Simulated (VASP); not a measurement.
Write the native input for VASP 6.6.1 that does the following.

```yaml
Task: single point
Functional: PBE
Potentials_or_basis: VASP PAW PBE potentials, release 64 (In_d, Te, O)
Cutoff: 520 eV
k_mesh: 6 × 6 × 2
Occupations: gaussian, width 0.1 eV
Spin: no spin polarisation
Dipole_correction: no
Further_INCAR_settings: ALGO = Fast; EDIFF = 1e-06; NBANDS = 30
```

The structure of In2TeO2 lies in POSCAR:

```
In2TeO2
1.0
    3.2617570535      0.0000000000      0.0000000000
    0.0000000000      3.2617570535      0.0000000000
    0.0000000000      0.0000000000      9.7155080649
In Te O
2 1 2
Direct
    0.0000000000      0.0000000000      0.8462961292
    0.0000000000      0.0000000000      0.1537038708
    0.5000000000      0.5000000000      0.5000000000
    0.5000000000      0.5000000000      0.0000000000
    0.0000000000      0.0000000000      0.5000000000
```

The cell was generated, and may not be a known phase.

These files were run (other wordings do the same):

INCAR

```
PREC = Accurate
ENCUT = 520
EDIFF = 1E-6
ISMEAR = 0
SIGMA = 0.1
LREAL = False
LASPH = True
NELM = 60
ALGO = Fast
ISIF = 2
LWAVE = False
LCHARG = True
GGA = PE
LELF = True
LVHAR = True
NBANDS = 30
```

KPOINTS

```
Automatic mesh
0
Gamma
  6 6 2
```

Potentials or basis: VASP PAW PBE potentials, release 64 (In_d, Te, O).

Launch:

```bash
$ cat potpaw_PBE.64/In_d/POTCAR potpaw_PBE.64/Te/POTCAR potpaw_PBE.64/O/POTCAR > POTCAR
$ mpirun -np 1 vasp_std > vasp.out
```

It gave:

The pressure is -0.2 GPa, the largest force is 0.004 eV/Å and the band gap on the k mesh is zero (bands 22 and 23 overlap by 1.12 eV).

Caveat: spin-orbit coupling is left out, which moves the levels of the heavy elements.

It took 2.6 min on 1 thread of Oxide Virtual Turin-like Processor (shared host), peak memory 0.19 GiB.
